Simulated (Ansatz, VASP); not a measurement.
## Two plane-wave programs on TePb

```
Pb Te
1.0
     0.00000    3.64149    3.64149
     3.64149    0.00000    3.64149
     3.64149    3.64149    0.00000
Pb Te
1 1
Direct
  0.00000 0.00000 0.00000
  0.25000 0.25000 0.25000
```

Alike in both runs: task single point; functional r2SCAN; k mesh 6 × 6 × 6; no spin polarisation.

```csv
,VASP,Ansatz
version,VASP 6.6.1,Ansatz 0.2.0
potentials or method,"VASP PAW PBE potentials, release 64 (Pb_d, Te)","plane waves, PAW"
plane-wave cutoff (eV),520,500
occupations,"gaussian, width 0.01 eV",fixed
valence electrons in the cell,20,30
```

|  | VASP | Ansatz | Ansatz less VASP |
| --- | --- | --- | --- |
| gap on the k mesh at the Fermi level (eV) | 0.91 | 0.91 | +0.002 |
| pressure (GPa) | 0.0 | 0.0 | +0.01 |

VASP's potentials were made for PBE, not for r2SCAN. VASP's potentials hold 20 valence electrons a cell and Ansatz's 30, so a difference there can come from the potentials and not from the codes.

Neither program's run includes spin-orbit coupling.
